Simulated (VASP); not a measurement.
# Cu4O5 in VASP: a series of runs

Cu4O5 is run at these levels: PBE; tasks: single point.

Everything below comes from runs of VASP 6.6.1. Logs are shortened: lines on timing, memory, paths and dates and some standing lists are left out, and cuts for length are marked.

## 1. The cell of the first run

The cell holds a slab with vacuum, 9 atoms: a = 2.949 Å, b = 2.949 Å, c = 28.015 Å, α = 90.00°, β = 90.00°, γ = 90.16°.

## 2. Single point, PBE

Contents of INCAR:

```
PREC = Accurate ; ENCUT = 520
EDIFF = 1E-7 ; ISMEAR = 0
SIGMA = 0.1 ; LREAL = F
LASPH = T ; NELM = 100
ALGO = Normal ; ISIF = 2
LWAVE = F ; LCHARG = T
LDIPOL = T ; IDIPOL = 3
DIPOL = 0.5 0.5 0.489 ; GGA = PE
LELF = T ; LVHAR = T
LVACPOTAV = T ; NBANDS = 47
```

Contents of KPOINTS:

```
Automatic mesh
0
Gamma
  10 10 1
```

Contents of POSCAR:

```
Cu4O5
1.0
    2.9487032640      0.0000000000      0.0000000000
   -0.0081921837      2.9486918841      0.0000000000
    0.0000000000      0.0000000000     28.0147087045
O Cu
5 4
Direct
    0.5000000000      0.5000000000      0.3034120430
    0.5000000000      0.5000000000      0.3953505702
    0.5000000000      0.5000000000      0.4873440772
    0.5000000000      0.5000000000      0.5789171982
    0.0000000000      0.5000000000      0.6852165724
    0.5000000000      0.0000000000      0.3493813066
    0.0000000000      0.5000000000      0.4413198338
    0.5000000000      0.0000000000      0.5330472333
    0.0000000000      0.5000000000      0.6246128042
```

Potentials or basis: VASP PAW PBE potentials, release 64 (O, Cu).

Command:

```bash
> cat potpaw_PBE.64/O/POTCAR potpaw_PBE.64/Cu/POTCAR > POTCAR
> mpirun -np 1 vasp_std > vasp.out
```

OUTCAR:

```text
PREC = Accurate
   ENCUT = 520
   EDIFF = 1E-7
   ISMEAR = 0
   LREAL = F
   LASPH = T
   NELM = 100
   ISIF = 2
   GGA = PE

 ion  position               nearest neighbor table
   1  0.500  0.500  0.303-   6 1.96   6 1.96
   2  0.500  0.500  0.395-   7 1.96   7 1.96   6 1.96   6 1.96
   3  0.500  0.500  0.487-   8 1.95   8 1.95   7 1.96   7 1.96
   4  0.500  0.500  0.579-   9 1.95   9 1.95   8 1.96   8 1.96
   5  0.000  0.500  0.685-   9 1.70
   6  0.500  0.000  0.349-   1 1.96   2 1.96   1 1.96   2 1.96
   7  0.000  0.500  0.441-   2 1.96   2 1.96   3 1.96   3 1.96
   8  0.500  0.000  0.533-   3 1.95   3 1.95   4 1.96   4 1.96
   9  0.000  0.500  0.625-   5 1.70   4 1.95   4 1.95

  LATTYP: Found a base centered orthorhombic cell.
 ALAT       =     4.1642993697
 B/A-ratio  =     1.0027821027
 C/A-ratio  =     6.7273522428

  Lattice vectors:

 A1 = (   2.9487032640,   0.0000000000,   0.0000000000)
 A2 = (  -0.0081921837,   2.9486918841,   0.0000000000)
 A3 = (   0.0000000000,   0.0000000000,  28.0147087045)

Analysis of symmetry for initial positions (statically):
=====================================================================
 Subroutine PRICEL returns:
 Original cell was already a primitive cell.

 Routine SETGRP: Setting up the symmetry group for a
 base centered orthorhombic supercell.

 Subroutine GETGRP returns: Found  2 space group operations
 (whereof  2 operations were pure point group operations)
 out of a pool of  8 trial point group operations.

The static configuration has the point symmetry C_2 .

Analysis of symmetry for dynamics (positions and initial velocities):
=====================================================================
 Subroutine PRICEL returns:
 Original cell was already a primitive cell.

 Routine SETGRP: Setting up the symmetry group for a
 base centered orthorhombic supercell.

 Subroutine GETGRP returns: Found  2 space group operations
 (whereof  2 operations were pure point group operations)
 out of a pool of  8 trial point group operations.

The dynamic configuration has the point symmetry C_2 .

 Subroutine INISYM returns: Found  2 space group operations
 (whereof  2 operations are pure point group operations),
 and found     1 'primitive' translations

----------------------------------------------------------------------------------------

                                     Primitive cell

  volume of cell :     243.5828

  direct lattice vectors                    reciprocal lattice vectors
     2.948703264  0.000000000  0.000000000     0.339132124  0.000942192  0.000000000
    -0.008192184  2.948691884  0.000000000     0.000000000  0.339133432  0.000000000
     0.000000000  0.000000000 28.014708704     0.000000000  0.000000000  0.035695534

  length of vectors
     2.948703264  2.948703264 28.014708704     0.339133432  0.339133432  0.035695534

  position of ions in fractional coordinates (direct lattice)
     0.500000000  0.500000000  0.303412043
     0.500000000  0.500000000  0.395350570
     0.500000000  0.500000000  0.487344077
     0.500000000  0.500000000  0.578917198
     0.000000000  0.500000000  0.685216572
     0.500000000  0.000000000  0.349381307
     0.000000000  0.500000000  0.441319834
     0.500000000  0.000000000  0.533047233
     0.000000000  0.500000000  0.624612804

  ion indices of the primitive-cell ions
   primitive index   ion index
                 1           1
                 2           2
                 3           3
                 4           4
                 5           5
                 6           6
                 7           7
                 8           8
                 9           9

----------------------------------------------------------------------------------------

 KPOINTS: Automatic mesh

Automatic generation of k-mesh.
 Grid dimensions read from file:
 generate k-points for:   10   10    1

 Generating k-lattice:

  Cartesian coordinates                     Fractional coordinates (reciprocal lattice)
     0.033913212  0.000094219  0.000000000     0.100000000  0.000000000  0.000000000
     0.000000000  0.033913343  0.000000000     0.000000000  0.100000000  0.000000000
     0.000000000  0.000000000  0.035695534     0.000000000  0.000000000  1.000000000

  Length of vectors
     0.033913343  0.033913343  0.035695534

  Shift w.r.t. Gamma in fractional coordinates (k-lattice)
     0.000000000  0.000000000  0.000000000

 Subroutine IBZKPT returns following result:
 ===========================================

 Found     52 irreducible k-points:

 Following reciprocal coordinates:
            Coordinates               Weight
  0.000000  0.000000  0.000000      1.000000
  0.100000  0.000000  0.000000      2.000000
  0.000000  0.100000  0.000000      2.000000
  0.200000  0.000000  0.000000      2.000000
  0.000000  0.200000  0.000000      2.000000
  0.300000  0.000000  0.000000      2.000000
[... 16 lines left out ...]
 -0.300000  0.100000  0.000000      2.000000
  0.100000 -0.300000  0.000000      2.000000
 [... further k-points ...]
   k-points           NKPTS =     52   k-points in BZ     NKDIM =     52   number of bands    NBANDS=     47
   number of dos      NEDOS =    301   number of ions     NIONS =      9
   total plane-waves  NPLWV = 120960
   dimension x,y,z NGX =    24 NGY =   24 NGZ =  210
   dimension x,y,z NGXF=    48 NGYF=   48 NGZF=  420
   ions per type =               5   4
   NGX,Y,Z   is equivalent  to a cutoff of  13.53, 13.53, 12.46 a.u.
   NGXF,Y,Z  is equivalent  to a cutoff of  27.06, 27.06, 24.92 a.u.
 SYSTEM =  unknown system
   PREC   = accura    normal or accurate (medium, high low for compatibility)
   ISTART =      0    job   : 0-new  1-cont  2-samecut
   ICHARG =      2    charge: 1-file 2-atom 10-const
   ISPIN  =      1    spin polarized calculation?
   LNONCOLLINEAR =      F non collinear calculations
   LSORBIT =      F    spin-orbit coupling
   LASPH  =      T    aspherical Exc in radial PAW
   ENCUT  =  520.0 eV  38.22 Ry    6.18 a.u.   5.48  5.48 52.09*2*pi/ulx,y,z
   NELM   =    100;   NELMIN=  2; NELMDL= -5     # of ELM steps
   EDIFF  = 0.1E-06   stopping-criterion for ELM
   LREAL  =      F    real-space projection
   EDIFFG = 0.1E-05   stopping-criterion for IOM
   NSW    =      0    number of steps for IOM
   IBRION =     -1    ionic relax: 0-MD 1-quasi-New 2-CG
   NFREE  =      0    steps in history (QN), initial steepest desc. (CG)
   ISIF   =      2    stress and relaxation
   ISYM   =      2    0-nonsym 1-usesym 2-fastsym
   POTIM  = 0.5000    time-step for ionic-motion
   TEBEG  =    0.0;   TEEND  =   0.0 temperature during run
   PSTRESS=    0.0 pullay stress
   NELECT =      74.0000    total number of electrons
   NUPDOWN=      -1.0000    fix difference up-down
   EMIN   =  10.00;   EMAX   =-10.00  energy-range for DOS
   EFERMI =   0.00;   METHOD = LEGACY
   ISMEAR =     0;   SIGMA  =   0.10  broadening in eV -4-tet -1-fermi 0-gaus
   EFERMI_NEDOS =   21; number of points for ismear=-14 and -15
   IALGO  =     38    algorithm
   IMIX   =      4    mixing-type and parameters
     AMIX     =   0.40;   BMIX     =  1.00
     AMIX_MAG =   1.60;   BMIX_MAG =  1.00
  volume/ion in A,a.u.               =      27.06       182.64
  Fermi-wavevector in a.u.,A,eV,Ry     =   1.100533  2.079706 16.479018  1.211174
  Thomas-Fermi vector in A             =   2.236946
   LORBIT       =      0    0 simple, 1 ext, 2 COOP (PROOUT), +10 PAW based schemes
   GGA     = PE    functional components
   LHFCALC =     F    Hartree Fock is set to
   AEXX    =    0.0000 exact exchange contribution
   IVDW    =     0    specifies the selected vdW correction
   LEPSILON=     F    determine dielectric tensor
   LRPA    =     F    only Hartree local field effects (RPA)
 non-spin polarized calculation
 Gauss-broadening in eV      SIGMA  =   0.10
  energy-cutoff  :      520.00
  volume of cell :      243.58
 maximum number of plane-waves:      6661
 NGX is ok and might be reduce to    24
   NGX = 11   NGY = 11   NGZ =105

 dipolmoment           0.000000      0.000000     -0.026361 electrons x Angstroem

 number of electron      74.0000010 magnetization

 dipolmoment           0.000000      0.000000      0.034057 electrons x Angstroem

 Free energy of the ion-electron system (eV)
  ---------------------------------------------------
  ext. energy  EPLUGINS =         0.00000000
  ---------------------------------------------------
  free energy    TOTEN  =       -41.13466819 eV

  energy without entropy =      -41.09418918  energy(sigma->0) =      -41.11442869

 E-fermi :  -3.5988     XC(G=0):  -5.1253

 val. band max:       -3.6024238052   @ k =   0.1000  -0.3000   0.0000
 cond. band min:      -3.5967422334   @ k =   0.2000   0.2000   0.0000
 fundamental gap:      0.0056815718
 Fermi energy:        -3.5988159474

 k-point     1 :       0.0000    0.0000    0.0000
  band No.  band energies     occupation
      1     -23.1630      2.00000
      2     -22.7313      2.00000
      3     -22.2521      2.00000
      4     -20.4117      2.00000
      5     -20.3675      2.00000
      6     -11.1272      2.00000
[... 39 lines left out ...]
     46       4.7494      0.00000
     47       5.2227      0.00000

 k-point     2 :       0.1000    0.0000    0.0000
  band No.  band energies     occupation
      1     -23.1161      2.00000
      2     -22.6961      2.00000
      3     -22.2279      2.00000
      4     -20.3841      2.00000
      5     -20.3428      2.00000
      6     -11.0501      2.00000
[... 39 lines left out ...]
     46       4.8719      0.00000
     47       5.3654      0.00000

 k-point     3 :       0.0000    0.1000    0.0000
  band No.  band energies     occupation
      1     -23.1159      2.00000
      2     -22.6919      2.00000
      3     -22.2293      2.00000
      4     -20.3862      2.00000
      5     -20.3417      2.00000
      6     -11.0517      2.00000
[... 39 lines left out ...]
     46       4.8736      0.00000
     47       5.3565      0.00000

 k-point     4 :       0.2000    0.0000    0.0000
  band No.  band energies     occupation
      1     -22.9906      2.00000
      2     -22.6029      2.00000
      3     -22.1628      2.00000
      4     -20.3109      2.00000
      5     -20.2775      2.00000
      6     -10.8460      2.00000
[... 939 lines left out ...]
     46       5.0444      0.00000
     47       6.1424      0.00000

 k-point    23 :      -0.3000    0.1000    0.0000
  band No.  band energies     occupation
      1     -22.7857      2.00000
      2     -22.4489      2.00000
      3     -22.0600      2.00000
      4     -20.1950      2.00000
      5     -20.1709      2.00000
      6     -10.5133      2.00000
[... 39 lines left out ...]
     46       5.8406      0.00000
     47       6.1144      0.00000

 k-point    24 :       0.1000   -0.3000    0.0000
  band No.  band energies     occupation
      1     -22.7853      2.00000
      2     -22.4241      2.00000
      3     -22.0694      2.00000
      4     -20.2007      2.00000
      5     -20.1637      2.00000
      6     -10.5212      2.00000
[... 39 lines left out ...]
     46       5.8307      0.00000
     47       6.0775      0.00000

 [... further k-points ...]

------------------------ aborting loop because EDIFF is reached ----------------------------------------

  FORCE on cell =-STRESS in cart. coord.  units (eV):
  Direction    XX          YY          ZZ          XY          YZ          ZX
  --------------------------------------------------------------------------------------
  -------------------------------------------------------------------------------------
  Total        0.2558947     -5.2508979     -2.4137148      0.0258679      0.0000000      0.0000000
  in kB        1.6831597    -34.5380316    -15.8763242      0.1701476      0.0000000      0.0000000
  external PRESSURE =     -16.2437320 kB  Pullay stress =       0.0000000 kB

 VOLUME and BASIS-vectors are now :
 -----------------------------------------------------------------------------
  energy-cutoff  :      520.00
  volume of cell :      243.58
      direct lattice vectors                 reciprocal lattice vectors
     2.948703264  0.000000000  0.000000000     0.339132124  0.000942192  0.000000000
    -0.008192184  2.948691884  0.000000000     0.000000000  0.339133432  0.000000000
     0.000000000  0.000000000 28.014708704     0.000000000  0.000000000  0.035695534

 POSITION                                       TOTAL-FORCE (eV/Angst)
 -----------------------------------------------------------------------------------
      1.47026      1.47435      8.50000        -0.000000      0.000000      2.078974
      1.47026      1.47435     11.07563        -0.000000      0.000000     -0.222360
      1.47026      1.47435     13.65280         0.000000      0.000000     -0.005266
      1.47026      1.47435     16.21820         0.000000      0.000000      0.010433
     -0.00410      1.47435     19.19614         0.000000      0.000000      0.210807
      1.47435      0.00000      9.78782        -0.000000      0.000000     -1.870808
     -0.00410      1.47435     12.36345         0.000000      0.000000     -0.043296
      1.47435      0.00000     14.93316        -0.000000      0.000000      0.004371
     -0.00410      1.47435     17.49835         0.000000      0.000000     -0.162855
 -----------------------------------------------------------------------------------
    total drift:                                0.000000      0.000000      0.000418

  FREE ENERGIE OF THE ION-ELECTRON SYSTEM (eV)
  ---------------------------------------------------
  free  energy   TOTEN  =       -41.1346681910 eV

  energy  without entropy=      -41.0941891808  energy(sigma->0) =      -41.11442869

 vacuum level on the upper side and lower side of the slab         5.601         4.892
```

Wall time 20 min (1 thread of Intel Xeon 6975P-C (Granite Rapids), shared host); peak memory 0.63 GiB.

Results:

```yaml
Free_energy: -41.1347 eV
Largest_force: 2.079 eV/Å
Band_gap_on_the_k_mesh: zero (bands 37 and 38 overlap by 0.73 eV)
```

Forces in eV/Å, atoms in the order of the input:
```
O    0.000  0.000  2.079
O    0.000  0.000 -0.222
O    0.000  0.000 -0.005
O    0.000  0.000  0.010
O    0.000  0.000  0.211
Cu   0.000  0.000 -1.871
Cu   0.000  0.000 -0.043
Cu   0.000  0.000  0.004
Cu   0.000  0.000 -0.163
```

Caveat: semilocal functionals often make such compounds metallic where correlation or magnetic order opens a gap, which also shifts bond lengths. With open d or f shells a metallic result of PBE can be an artefact of self-interaction; +U or a hybrid may open a gap.

## 3. Single point, PBE

Contents of INCAR:

```
SYSTEM = Cu4O5
ALGO = Normal ; DIPOL = 0.5 0.5 0.486
EDIFF = 1E-7 ; ENCUT = 520
GGA = PE ; IDIPOL = 3
ISIF = 2 ; ISMEAR = 0
LASPH = .TRUE. ; LCHARG = .TRUE.
LDIPOL = .TRUE. ; LELF = .TRUE.
LREAL = .FALSE. ; LVACPOTAV = .TRUE.
LVHAR = .TRUE. ; LWAVE = .FALSE.
NBANDS = 47 ; NELM = 60
PREC = Accurate ; SIGMA = 0.1
```

Contents of KPOINTS:

```
k-points
0
G
  10 10 1
  0 0 0
```

Contents of POSCAR:

```
Cu4O5
1.0
    2.9487032640      0.0000000000      0.0000000000
   -0.0081921837      2.9486918841      0.0000000000
    0.0000000000      0.0000000000     28.0147087045
O Cu
5 4
Direct
    0.5000000000      0.5000000000      0.3034120430
    0.5000000000      0.5000000000      0.3953505702
    0.5000000000      0.5000000000      0.4872764190
    0.5000000000      0.5000000000      0.5747263273
    0.5000000000      1.0000000000      0.6501728625
    0.5000000000      0.0000000000      0.3493813066
    0.0000000000      0.5000000000      0.4413198338
    0.5000000000      0.0000000000      0.5328125124
    0.0000000000      0.5000000000      0.6373397829
```

Potentials or basis: VASP PAW PBE potentials, release 64 (O, Cu).

Command:

```bash
> cat potpaw_PBE.64/O/POTCAR potpaw_PBE.64/Cu/POTCAR > POTCAR
> mpirun -np 1 vasp_std > vasp.out
```

Run time: 20 min. Hardware: 1 thread of Intel Xeon 6975P-C (Granite Rapids), shared host; peak memory 0.61 GiB.

Results (log left out):

* Free energy: -42.2708 eV
* Largest force: 2.066 eV/Å
* Band gap on the k mesh: zero (bands 37 and 38 overlap by 0.53 eV)

Forces on the atoms (eV/Å):
```
O    0.000  0.000  2.066
O    0.000  0.000 -0.260
O    0.000  0.000  0.002
O    0.000  0.000  0.113
O    0.000  0.000 -0.004
Cu   0.000  0.000 -1.848
Cu   0.000  0.000 -0.017
Cu   0.000  0.000 -0.042
Cu   0.000  0.000 -0.011
```

Levels at points of the mesh, in eV from the Fermi level:
```tsv
k point	band 34	band 35	band 36	band 37	band 38	band 39	band 40	band 41
(0.00, 0.00, 0.00)	-1.04	-0.42	-0.33	-0.08	0.55	0.73	0.93	2.27
(0.50, 0.00, 0.00)	-0.79	-0.66	-0.48	0.06	0.88	0.95	1.12	4.85
(0.00, 0.50, 0.00)	-0.42	-0.16	0.06	0.21	0.38	0.59	1.12	4.10
(0.50, 0.50, 0.00)	-1.23	-0.91	-0.82	-0.75	-0.32	0.29	1.02	2.84
```

Caveat: semilocal functionals often make such compounds metallic where correlation or magnetic order opens a gap, which also shifts bond lengths. With open d or f shells a metallic result of PBE can be an artefact of self-interaction; +U or a hybrid may open a gap.
